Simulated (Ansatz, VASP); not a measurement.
**Two plane-wave programs on Al8N**

File INCAR:

```
SYSTEM = Al8N
  PREC = Accurate
  ENCUT = 520
  EDIFF = 1E-6
  ISMEAR = 0
  SIGMA = 0.1
  LREAL = .FALSE.
  LASPH = .TRUE.
  NELM = 80
  ALGO = Normal
  ISIF = 2
  LWAVE = .FALSE.
  LCHARG = .TRUE.
  LDIPOL = .TRUE.
  IDIPOL = 3
  DIPOL = 0.5 0.5 0.394
  GGA = PE
  LELF = .TRUE.
  LVHAR = .TRUE.
  LVACPOTAV = .TRUE.
  NBANDS = 24
```

File KPOINTS:

```
Automatic mesh
0
G
  9 9 1
  0 0 0
```

POSCAR

```
Al8N
1.0
    2.8543223330      0.0000000000      0.0000000000
   -1.4271611665      2.4719156510      0.0000000000
    0.0000000000      0.0000000000     33.4760593533
Al N
8 1
Direct
    0.3333333333      0.6666666667      0.1194883770
    0.0000000000      0.0000000000      0.1895622803
    0.6666666667      0.3333333333      0.2596361837
    0.0000000000      0.0000000000      0.3297100869
    0.3333333333      0.6666666667      0.3992195594
    0.0000000000      0.0000000000      0.4696536480
    0.6666666667      0.3333333333      0.5400996810
    0.0000000000      0.0000000000      0.6116627748
    0.3333333333     -0.3333333333      0.6280924266
```

Input for Ansatz:

```yaml
crystal:
  lattice:
    - [2.854322333, 0.0, 0.0]
    - [-1.4271611665, 2.471915651, 0.0]
    - [0.0, 0.0, 33.4760593533]
  atoms:
    - { symbol: Al, position: [0.3333333333, 0.6666666667, 0.119488377] }
    - { symbol: Al, position: [0.0, 0.0, 0.1895622803] }
    - { symbol: Al, position: [0.6666666667, 0.3333333333, 0.2596361837] }
    - { symbol: Al, position: [0.0, 0.0, 0.3297100869] }
    - { symbol: Al, position: [0.3333333333, 0.6666666667, 0.3992195594] }
    - { symbol: Al, position: [0.0, 0.0, 0.469653648] }
    - { symbol: Al, position: [0.6666666667, 0.3333333333, 0.540099681] }
    - { symbol: Al, position: [0.0, 0.0, 0.6116627748] }
    - { symbol: "N", position: [0.3333333333, -0.3333333333, 0.6280924266] }
basis:
  ecutwfc: 420
kpoints:
  mp_grid: { grid: [9, 9, 1] }
hamiltonian:
  xc: pbe
scf:
  occupations: { method: gaussian, width: 0.1 }
output:
  forces: true
  eigenvalues: true
efield:
  axis: 3
  dipole_correction: true
  ramp_width: 0.04
```

Alike in both runs: task single point; functional PBE; k mesh 9 × 9 × 1; occupations gaussian, width 0.1 eV; no spin polarisation.

|  | VASP | Ansatz |
| --- | --- | --- |
| version | VASP 6.6.1 | Ansatz 0.2.0 |
| potentials or method | VASP PAW PBE potentials, release 64 (Al, N), cutoff 520 eV | scalar-relativistic, plane waves, PAW |
| valence electrons in the cell | 29 | 29 |

|  | VASP | Ansatz | Ansatz less VASP |
| --- | --- | --- | --- |
| gap on the k mesh at the Fermi level (eV) | none | none | - |
| rms of the force components (eV/Å) | 0.375 | 0.375 | +0.0002 |
| work function, face that differs most (eV) | 6.94 | 6.94 | 0.000 |

Atom by atom the forces differ by 0.001 eV/Å (rms over components). A gap of «none» marks a metal or a gap that the smearing closes.
